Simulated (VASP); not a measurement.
# Nb (Im-3m) in VASP: a series of runs

The runs below take Nb through single point, with PBE.

All numbers are computed with VASP 6.6.1; they aren't measurements. Logs are shortened: lines on timing, memory, paths and dates and some standing lists are left out, and cuts for length are marked.

## Step 1: The cell of the first run

It takes space group Im-3m (No. 229, cubic). The conventional cell has a = 3.260 Å, b = 3.260 Å, c = 3.260 Å, α = 90.00°, β = 90.00°, γ = 90.00°. Within 3.7 Å of Nb (site symmetry m-3m) lie 14 Nb at 2.82 to 3.26 Å.

## Step 2: Single point, PBE

File INCAR:

```
SYSTEM = Nb
ALGO = Normal ; EDIFF = 1E-6
ENCUT = 500 ; GGA = PE
GGA_COMPAT = .FALSE. ; ISIF = 2
ISMEAR = 1 ; LASPH = .TRUE.
LCHARG = .TRUE. ; LELF = .TRUE.
LREAL = .FALSE. ; LVHAR = .TRUE.
LWAVE = .FALSE. ; NBANDS = 12
NELM = 120 ; PREC = Accurate
SIGMA = 0.1
```

File KPOINTS:

```
k-points
0
G
  11 11 11
  0 0 0
```

File POSCAR:

```
Nb
1.0
   -1.6299823056      1.6299823056      1.6299823056
    1.6299823056     -1.6299823056      1.6299823056
    1.6299823056      1.6299823056     -1.6299823056
Nb
1
Direct
    0.0000000000      0.0000000000      0.0000000000
```

Potentials or basis: VASP PAW PBE potentials, release 64 (Nb_sv).

Run with:

```bash
> cat potpaw_PBE.64/Nb_sv/POTCAR > POTCAR
> mpirun -np 1 vasp_std > vasp.out
```

OUTCAR:

```text
SYSTEM = Nb
   EDIFF = 1E-6
   ENCUT = 500
   GGA = PE
   ISIF = 2
   ISMEAR = 1
   LASPH = .TRUE.
   LREAL = .FALSE.
   NELM = 120
   PREC = Accurate

 ion  position               nearest neighbor table
   1  0.000  0.000  0.000-

  LATTYP: Found a body centered cubic cell.
 ALAT       =     3.2599646112

  Lattice vectors:

 A1 = (  -1.6299823056,   1.6299823056,   1.6299823056)
 A2 = (   1.6299823056,  -1.6299823056,   1.6299823056)
 A3 = (   1.6299823056,   1.6299823056,  -1.6299823056)

Analysis of symmetry for initial positions (statically):
=====================================================================
 Subroutine PRICEL returns:
 Original cell was already a primitive cell.

 Routine SETGRP: Setting up the symmetry group for a
 body centered cubic supercell.

 Subroutine GETGRP returns: Found 48 space group operations
 (whereof 48 operations were pure point group operations)
 out of a pool of 48 trial point group operations.

The static configuration has the point symmetry O_h .

Analysis of symmetry for dynamics (positions and initial velocities):
=====================================================================
 Subroutine PRICEL returns:
 Original cell was already a primitive cell.

 Routine SETGRP: Setting up the symmetry group for a
 body centered cubic supercell.

 Subroutine GETGRP returns: Found 48 space group operations
 (whereof 48 operations were pure point group operations)
 out of a pool of 48 trial point group operations.

The dynamic configuration has the point symmetry O_h .

 Subroutine INISYM returns: Found 48 space group operations
 (whereof 48 operations are pure point group operations),
 and found     1 'primitive' translations

----------------------------------------------------------------------------------------

                                     Primitive cell

  volume of cell :      17.3224

  direct lattice vectors                    reciprocal lattice vectors
    -1.629982306  1.629982306  1.629982306     0.000000000  0.306751796  0.306751796
     1.629982306 -1.629982306  1.629982306     0.306751796  0.000000000  0.306751796
     1.629982306  1.629982306 -1.629982306     0.306751796  0.306751796  0.000000000

  length of vectors
     2.823212169  2.823212169  2.823212169     0.433812550  0.433812550  0.433812550

[... 78 lines left out ...]
   EDIFF  = 0.1E-05   stopping-criterion for ELM
   LREAL  =      F    real-space projection
   EDIFFG = 0.1E-04   stopping-criterion for IOM
   NSW    =      0    number of steps for IOM
   IBRION =     -1    ionic relax: 0-MD 1-quasi-New 2-CG
   NFREE  =      0    steps in history (QN), initial steepest desc. (CG)
   ISIF   =      2    stress and relaxation
   ISYM   =      2    0-nonsym 1-usesym 2-fastsym
   POTIM  = 0.5000    time-step for ionic-motion
   TEBEG  =    0.0;   TEEND  =   0.0 temperature during run
   PSTRESS=    0.0 pullay stress
   NELECT =      13.0000    total number of electrons
   NUPDOWN=      -1.0000    fix difference up-down
   EMIN   =  10.00;   EMAX   =-10.00  energy-range for DOS
   EFERMI =   0.00;   METHOD = LEGACY
   ISMEAR =     1;   SIGMA  =   0.10  broadening in eV -4-tet -1-fermi 0-gaus
   EFERMI_NEDOS =   21; number of points for ismear=-14 and -15
   IALGO  =     38    algorithm
   IMIX   =      4    mixing-type and parameters
     AMIX     =   0.40;   BMIX     =  1.00
     AMIX_MAG =   1.60;   BMIX_MAG =  1.00
  volume/ion in A,a.u.               =      17.32       116.90
  Fermi-wavevector in a.u.,A,eV,Ry     =   1.487715  2.811374 30.113717  2.213296
  Thomas-Fermi vector in A             =   2.600841
   LORBIT       =      0    0 simple, 1 ext, 2 COOP (PROOUT), +10 PAW based schemes
   GGA     = PE    functional components
   LHFCALC =     F    Hartree Fock is set to
   AEXX    =    0.0000 exact exchange contribution
   IVDW    =     0    specifies the selected vdW correction
   LEPSILON=     F    determine dielectric tensor
   LRPA    =     F    only Hartree local field effects (RPA)
 non-spin polarized calculation
 Methfessel and Paxton  Order N= 1 SIGMA  =   0.10
  energy-cutoff  :      500.00
  volume of cell :       17.32
 maximum number of plane-waves:       451
 NGX is ok and might be reduce to    24
   NGX = 11   NGY = 11   NGZ = 11

 number of electron      13.0000001 magnetization

 Free energy of the ion-electron system (eV)
  ---------------------------------------------------
  ext. energy  EPLUGINS =         0.00000000
  ---------------------------------------------------
  free energy    TOTEN  =       -10.18329778 eV

  energy without entropy =      -10.18231983  energy(sigma->0) =      -10.18297180

 E-fermi :  11.6725     XC(G=0): -12.7041

 val. band max:       11.6647525728   @ k =   0.2727   0.0909   0.0000
 cond. band min:      11.6800939642   @ k =   0.2727   0.0909   0.0909
 fundamental gap:      0.0153413915
 Fermi energy:        11.6724611449

 k-point     1 :       0.0000    0.0000    0.0000
  band No.  band energies     occupation
      1     -42.5957      2.00000
      2     -17.8030      2.00000
      3     -17.8030      2.00000
      4     -17.8030      2.00000
      5       5.7184      2.00000
      6      12.0832     -0.00000
      7      12.0832     -0.00000
      8      12.0832     -0.00000
      9      15.1241      0.00000
     10      15.1241      0.00000
     11      26.0582      0.00000
     12      26.0582      0.00000
[... 331 lines left out ...]
 k-point    24 :       0.3636    0.1818    0.0909
  band No.  band energies     occupation
      1     -42.2932      2.00000
      2     -19.0686      2.00000
      3     -18.4987      2.00000
      4     -18.0608      2.00000
      5       9.2349      2.00000
      6      10.0768      2.00000
      7      12.1343     -0.00000
      8      15.5569      0.00000
      9      15.9907      0.00000
     10      21.1938      0.00000
     11      22.6830      0.00000
     12      24.7718      0.00000

 [... further k-points ...]
[... 5 lines left out ...]
  --------------------------------------------------------------------------------------
  -------------------------------------------------------------------------------------
  Total        0.9588832      0.9588832      0.9588832      0.0000000      0.0000000     -0.0000000
  in kB       88.6885673     88.6885673     88.6885673      0.0000000      0.0000000     -0.0000000
  external PRESSURE =      88.6885673 kB  Pullay stress =       0.0000000 kB

 VOLUME and BASIS-vectors are now :
 -----------------------------------------------------------------------------
  energy-cutoff  :      500.00
  volume of cell :       17.32
      direct lattice vectors                 reciprocal lattice vectors
    -1.629982306  1.629982306  1.629982306     0.000000000  0.306751796  0.306751796
     1.629982306 -1.629982306  1.629982306     0.306751796  0.000000000  0.306751796
     1.629982306  1.629982306 -1.629982306     0.306751796  0.306751796  0.000000000

 POSITION                                       TOTAL-FORCE (eV/Angst)
 -----------------------------------------------------------------------------------
      0.00000      0.00000      0.00000        -0.000000     -0.000000      0.000000
 -----------------------------------------------------------------------------------
    total drift:                                0.000000      0.000000     -0.000000

  FREE ENERGIE OF THE ION-ELECTRON SYSTEM (eV)
  ---------------------------------------------------
  free  energy   TOTEN  =       -10.1832977793 eV

  energy  without entropy=      -10.1823198329  energy(sigma->0) =      -10.18297180
```

OSZICAR:

```text
N       E                     dE             d eps       ncg     rms          rms(c)
DAV:   1     0.115382312716E+03    0.11538E+03   -0.71144E+03  1352   0.106E+03
DAV:   2    -0.591987376565E+01   -0.12130E+03   -0.11661E+03  1424   0.389E+02
DAV:   3    -0.102823610242E+02   -0.43625E+01   -0.41466E+01  1896   0.638E+01
DAV:   4    -0.105634788006E+02   -0.28112E+00   -0.27834E+00  1876   0.145E+01
DAV:   5    -0.105748516489E+02   -0.11373E-01   -0.11368E-01  1972   0.247E+00    0.756E+00
DAV:   6    -0.102151269050E+02    0.35972E+00   -0.55400E-01  2168   0.958E+00    0.271E+00
DAV:   7    -0.101771605763E+02    0.37966E-01   -0.17435E-01  2228   0.535E+00    0.937E-01
DAV:   8    -0.101832176299E+02   -0.60571E-02   -0.11768E-02  1592   0.141E+00    0.790E-02
DAV:   9    -0.101832906004E+02   -0.72970E-04   -0.12564E-03  2204   0.377E-01    0.460E-02
DAV:  10    -0.101833059351E+02   -0.15335E-04   -0.33305E-05  1596   0.745E-02    0.198E-02
DAV:  11    -0.101832980878E+02    0.78473E-05   -0.70438E-06  1808   0.463E-02    0.320E-03
DAV:  12    -0.101832977793E+02    0.30844E-06   -0.31531E-07   944   0.794E-03
   1 F= -.10183298E+02 E0= -.10182972E+02  d E =-.977946E-03
```

stdout:

```text
POSCAR found type information on POSCAR Nb
 POSCAR found :  1 types and       1 ions
 scaLAPACK will be used
 LDA part: xc-table for (Slater+PW92), standard interpolation
 POSCAR, INCAR and KPOINTS ok, starting setup
 FFT: planning ... GRIDC
 FFT: planning ... GRID_SOFT
 FFT: planning ... GRID
 WAVECAR not read
 entering main loop
```

Wall time 16 s (1 thread of Intel Xeon 8259CL, shared host); peak memory 0.14 GiB.

What came out:

* Free energy: -10.1833 eV
* Pressure: 8.9 GPa

Levels at points of the mesh, in eV from the Fermi level:
| k point | band 3 | band 4 | band 5 | band 6 | band 7 | band 8 | band 9 | band 10 |
| --- | --- | --- | --- | --- | --- | --- | --- | --- |
| (0.00, 0.00, 0.00) | -29.48 | -29.48 | -5.95 | 0.41 | 0.41 | 0.41 | 3.45 | 3.45 |

## Step 3: Single point, PBE

This run uses another cell than the first one, of 17.69 Å³/atom, 1.021 times its volume.

File INCAR:

```
SYSTEM = Nb
ALGO     = Normal         ! electronic algorithm
EDIFF    = 1E-6           ! SCF threshold, eV
ENCUT    = 500            ! plane-wave cutoff, eV
GGA      = PE             ! functional
GGA_COMPAT= .False.      
ISIF     = 2              ! what is computed and relaxed
ISMEAR   = 1              ! smearing method
LASPH    = .True.         ! aspherical terms in the spheres
LCHARG   = .False.        ! write CHGCAR
LREAL    = .False.        ! projectors in reciprocal space
LWAVE    = .False.        ! write WAVECAR
NBANDS   = 12             ! bands
NELM     = 120            ! most SCF steps
PREC     = Accurate       ! precision mode
SIGMA    = 0.1            ! smearing width, eV
```

File KPOINTS:

```
k-points
0
Gamma
  11 11 11
  0 0 0
```

File POSCAR:

```
Nb
1.0
   -1.6414614324      1.6414614324      1.6414614324
    1.6414614324     -1.6414614324      1.6414614324
    1.6414614324      1.6414614324     -1.6414614324
Nb
1
Direct
    0.0000000000      0.0000000000      0.0000000000
```

Potentials or basis: VASP PAW PBE potentials, release 64 (Nb_sv).

Run with:

```bash
> cat potpaw_PBE.64/Nb_sv/POTCAR > POTCAR
> mpirun -np 1 vasp_std > vasp.out
```

It took 17 s on 1 thread of Intel Xeon 8259CL, shared host; peak memory 0.14 GiB.

The run converged. Its results:

```
Free energy : -10.1995 eV
Pressure    : 4.9 GPa
```

Levels at points of the mesh, in eV from the Fermi level:
| k point | band 3 | band 4 | band 5 | band 6 | band 7 | band 8 | band 9 | band 10 |
| --- | --- | --- | --- | --- | --- | --- | --- | --- |
| (0.00, 0.00, 0.00) | -29.55 | -29.55 | -5.91 | 0.42 | 0.42 | 0.42 | 3.39 | 3.39 |

## Step 4: Single point, PBE

This run uses another cell than the first one, of 18.06 Å³/atom, 1.043 times its volume.

File INCAR:

```
PREC = Accurate
ENCUT = 500
EDIFF = 1E-6
ISMEAR = 1
SIGMA = 0.1
LREAL = False
LASPH = True
NELM = 120
ALGO = Normal
ISIF = 2
LWAVE = False
LCHARG = False
GGA = PE
NBANDS = 12
GGA_COMPAT = False
```

File KPOINTS:

```
Automatic mesh
0
Gamma
  11 11 11
```

File POSCAR:

```
Nb
1.0
   -1.6527822138      1.6527822138      1.6527822138
    1.6527822138     -1.6527822138      1.6527822138
    1.6527822138      1.6527822138     -1.6527822138
Nb
1
Direct
    0.0000000000      0.0000000000      0.0000000000
```

Run with:

```bash
> cat potpaw_PBE.64/Nb_sv/POTCAR > POTCAR
> mpirun -np 1 vasp_std > vasp.out
```

Run time: 16 s. Hardware: 1 thread of Intel Xeon 8259CL, shared host; peak memory 0.14 GiB.

It converged, with:

```yaml
Free_energy: -10.2070 eV
Pressure: 1.2 GPa
```

Levels at points of the mesh, in eV from the Fermi level:
```tsv
k point	band 3	band 4	band 5	band 6	band 7	band 8	band 9	band 10
(0.00, 0.00, 0.00)	-29.63	-29.63	-5.88	0.42	0.42	0.42	3.32	3.32
```

## Step 5: Single point, PBE

This run uses another cell than the first one, of 18.43 Å³/atom, 1.064 times its volume.

File INCAR:

```
PREC     = Accurate       # precision mode
ENCUT    = 500            # plane-wave cutoff, eV
EDIFF    = 1E-6           # SCF threshold, eV
ISMEAR   = 1              # smearing method
SIGMA    = 0.1            # smearing width, eV
LREAL    = False          # projectors in reciprocal space
LASPH    = True           # aspherical terms in the spheres
NELM     = 120            # most SCF steps
ALGO     = Normal         # electronic algorithm
ISIF     = 2              # what is computed and relaxed
LWAVE    = False          # write WAVECAR
LCHARG   = True           # write CHGCAR
GGA      = PE             # functional
LELF     = True           # ELF
LVHAR    = True         
NBANDS   = 12             # bands
GGA_COMPAT= False
```

KPOINTS is that of step 4.

File POSCAR:

```
Nb
1.0
   -1.6639500000      1.6639500000      1.6639500000
    1.6639500000     -1.6639500000      1.6639500000
    1.6639500000      1.6639500000     -1.6639500000
Nb
1
Direct
    0.0000000000      0.0000000000      0.0000000000
```

Potentials or basis: VASP PAW PBE potentials, release 64 (Nb_sv).

Run with:

```bash
> cat potpaw_PBE.64/Nb_sv/POTCAR > POTCAR
> mpirun -np 1 vasp_std > vasp.out
```

OUTCAR:

```text
PREC = Accurate
   ENCUT = 500
   EDIFF = 1E-6
   ISMEAR = 1
   LREAL = False
   LASPH = True
   NELM = 120
   ISIF = 2
   GGA = PE

 ion  position               nearest neighbor table
   1  0.000  0.000  0.000-

  LATTYP: Found a body centered cubic cell.
 ALAT       =     3.3279000000

  Lattice vectors:

 A1 = (  -1.6639500000,   1.6639500000,   1.6639500000)
 A2 = (   1.6639500000,  -1.6639500000,   1.6639500000)
 A3 = (   1.6639500000,   1.6639500000,  -1.6639500000)

[... 529 lines left out ...]
      3     -19.4718      2.00000
      4     -19.1091      2.00000
      5       8.5156      2.00000
      6       9.3297      2.00000
      7      11.1372     -0.00002
      8      14.4266      0.00000
      9      14.8198      0.00000
     10      19.6721      0.00000
     11      21.0478      0.00000
     12      23.3516      0.00000

 [... further k-points ...]
[... 5 lines left out ...]
  --------------------------------------------------------------------------------------
  -------------------------------------------------------------------------------------
  Total       -0.2543350     -0.2543350     -0.2543350      0.0000000     -0.0000000     -0.0000000
  in kB      -22.1124020    -22.1124020    -22.1124020      0.0000000     -0.0000000     -0.0000000
  external PRESSURE =     -22.1124020 kB  Pullay stress =       0.0000000 kB

 VOLUME and BASIS-vectors are now :
 -----------------------------------------------------------------------------
  energy-cutoff  :      500.00
  volume of cell :       18.43
      direct lattice vectors                 reciprocal lattice vectors
    -1.663950000  1.663950000  1.663950000     0.000000000  0.300489798  0.300489798
     1.663950000 -1.663950000  1.663950000     0.300489798  0.000000000  0.300489798
     1.663950000  1.663950000 -1.663950000     0.300489798  0.300489798  0.000000000

 POSITION                                       TOTAL-FORCE (eV/Angst)
 -----------------------------------------------------------------------------------
      0.00000      0.00000      0.00000         0.000000      0.000000      0.000000
 -----------------------------------------------------------------------------------
    total drift:                                0.000000      0.000000      0.000000

  FREE ENERGIE OF THE ION-ELECTRON SYSTEM (eV)
  ---------------------------------------------------
  free  energy   TOTEN  =       -10.2062178391 eV

  energy  without entropy=      -10.2057776108  energy(sigma->0) =      -10.20607110
```

stdout:

```text
POSCAR found type information on POSCAR Nb
 POSCAR found :  1 types and       1 ions
 scaLAPACK will be used
 LDA part: xc-table for (Slater+PW92), standard interpolation
 POSCAR, INCAR and KPOINTS ok, starting setup
 FFT: planning ... GRIDC
 FFT: planning ... GRID_SOFT
 FFT: planning ... GRID
 WAVECAR not read
 entering main loop
```

It took 18 s on 1 thread of Intel Xeon 8259CL, shared host; peak memory 0.14 GiB.

Results:

```
Free energy : -10.2062 eV
Pressure    : -2.2 GPa
```

Levels at points of the mesh, in eV from the Fermi level:
```csv
k point,band 2,band 3,band 4,band 5,band 6,band 7,band 8,band 9,band 10,band 11
"(0.00, 0.00, 0.00)",-29.70,-29.70,-29.70,-5.84,0.42,0.42,0.42,3.26,3.26,14.22
```

## Step 6: The runs side by side

| cell | gap on the mesh (eV) | pressure (GPa) |
| --- | --- | --- |
| a = 2.823 Å, angles 109.5°, 1 atom | none | 8.9 |
| a = 2.843 Å, angles 109.5°, 1 atom | none | 4.9 |
| a = 2.863 Å, angles 109.5°, 1 atom | none | 1.2 |
| a = 2.882 Å, angles 109.5°, 1 atom | none | -2.2 |

Alike in all rows: task single point; level PBE; potentials or basis VASP PAW PBE potentials, release 64 (Nb_sv); no spin polarisation; k mesh 11 × 11 × 11; cutoff (eV) 500; smearing methfessel-paxton 0.1 eV.

Total energies depend on the potentials used, so only differences within one code and one set of settings carry meaning.
